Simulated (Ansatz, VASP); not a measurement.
# Pb2O in VASP and in Ansatz

```
Pb O
1.0
     5.38000    0.00000    0.00000
     0.00000    5.38000    0.00000
     0.00000    0.00000    5.38000
Pb O
4 2
Direct
  0.25000 0.25000 0.25000
  0.75000 0.75000 0.25000
  0.25000 0.75000 0.75000
  0.75000 0.25000 0.75000
  0.00000 0.00000 0.00000
  0.50000 0.50000 0.50000
```

Alike in both runs: functional PBE; k mesh 6 × 6 × 6; occupations fermi-dirac, width 0.05 eV; no spin polarisation.

Ansatz relaxed the structure, and its values are those at the end. VASP's run is a single point on that final structure, the one shown.

```csv
,VASP,Ansatz
version,VASP 6.6.1,Ansatz 0.2.0
potentials or method,"VASP PAW PBE potentials, release 64 (Pb_d, O)","plane-wave PAW, scalar-relativistic"
plane-wave cutoff (eV),520,420
valence electrons in the cell,68,68
```

```tsv
	VASP	Ansatz	Ansatz less VASP
pressure (GPa)	2.8	2.8	-0.03
```

Ansatz's warnings: stress scf threshold loose.

Spin-orbit coupling is off throughout.
